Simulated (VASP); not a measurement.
Input of a VASP 6.6.1 run:

Contents of INCAR:

```
PREC = Accurate
ENCUT = 600
EDIFF = 1E-6
ISMEAR = -1
SIGMA = 0.01
LREAL = False
LASPH = True
NELM = 200
ALGO = Normal
ISIF = 2
LWAVE = False
LCHARG = False
ISPIN = 2
MAGMOM = 0
LORBIT = 11
NUPDOWN = 0.0
LMAXMIX = 4
GGA = RP
NBANDS = 14
GGA_COMPAT = False
```

File KPOINTS:

```
regular mesh
0
Gamma
  13 13 13
```

POSCAR

```
Fe
1.0
   -1.4430000000      1.4430000000      1.4430000000
    1.4430000000     -1.4430000000      1.4430000000
    1.4430000000      1.4430000000     -1.4430000000
Fe
1
Direct
    0.0000000000      0.0000000000      0.0000000000
```

Potentials or basis: VASP PAW PBE potentials, release 64 (Fe).

The run is started by

```sh
$ cat potpaw_PBE.64/Fe/POTCAR > POTCAR
$ mpirun -np 1 vasp_std > vasp.out
```

(1) Predict the pressure.

Answers

(1) -22.1 GPa.

Caveat: the PAW data sets were made with another functional, which shifts forces and pressure a little; the total moment is fixed, so each spin has its own Fermi level.
